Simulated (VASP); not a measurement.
Input of a VASP 6.6.1 run:

Contents of INCAR:

```
ALGO = Normal ; DIPOL = 0.5 0.5 0.500
EDIFF = 1E-8 ; EFERMI = MIDGAP
ENCUT = 620 ; GGA = RE
GGA_COMPAT = F ; IDIPOL = 3
ISIF = 0 ; ISMEAR = 0
LASPH = T ; LCHARG = F
LDIPOL = T ; LREAL = F
LWAVE = F ; NBANDS = 29
NELM = 120 ; PREC = Accurate
SIGMA = 0.03
```

File KPOINTS:

```
Automatic mesh
0
Gamma
  12 12 1
  0 0 0
```

The input POSCAR:

```
CdS
1.0
    4.2611695877      0.0000000000      0.0000000000
   -2.1305847939     -3.6902811128      0.0000000000
    0.0000000000      0.0000000000    -16.0486612573
Cd S
1 1
Direct
    0.0000000000      0.0000000000      0.5015160535
    0.3333333333      0.6666666667      0.4984839465
```

Potentials or basis: VASP PAW PBE potentials, release 64 (Cd, S).

Launch:

```sh
$ cat potpaw_PBE.64/Cd/POTCAR potpaw_PBE.64/S/POTCAR > POTCAR
$ mpirun -np 1 vasp_std > vasp.out
```

What does it give for the band gap on the k mesh?

1.72 eV.

Estimate the largest force.

0.009 eV/Å.

Forces in eV/Å, atoms in the order of the input:
```
Cd   0.000  0.000  0.009
S    0.000  0.000 -0.009
```

Caveat: the PAW data sets were made with another functional, which shifts forces and pressure a little.
